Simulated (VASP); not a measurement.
Input of a VASP 6.6.1 run:

The input INCAR:

```
PREC = Accurate
ENCUT = 520
EDIFF = 1E-6
ISMEAR = -1
SIGMA = 0.3
LREAL = F
LASPH = T
NELM = 100
ALGO = Normal
ISIF = 2
LWAVE = F
LCHARG = F
GGA = PS
NBANDS = 16
```

Contents of KPOINTS:

```
regular mesh
0
Gamma
  10 10 8
```

The input POSCAR:

```
ZrB2
1.0
    3.1700000000      0.0000000000      0.0000000000
   -1.5850000000      2.7453005300      0.0000000000
    0.0000000000      0.0000000000      3.5330000000
Zr B
1 2
Direct
    0.0000000000      0.0000000000      0.0000000000
    0.3333330000      0.6666670000      0.5000000000
    0.6666670000      0.3333330000      0.5000000000
```

Potentials or basis: VASP PAW PBE potentials, release 64 (Zr_sv, B).

Launch:

```console
$ cat potpaw_PBE.64/Zr_sv/POTCAR potpaw_PBE.64/B/POTCAR > POTCAR
$ mpirun -np 1 vasp_std > vasp.out
```

(1) Estimate the pressure.

(2) Predict the band gap on the k mesh.

## Answers

(1) -3.4 GPa.

(2) zero (band 9 reaches 10.99 eV, above the bottom of band 10 at 10.19 eV).

Caveat: the PAW data sets were made with another functional, which shifts forces and pressure a little.
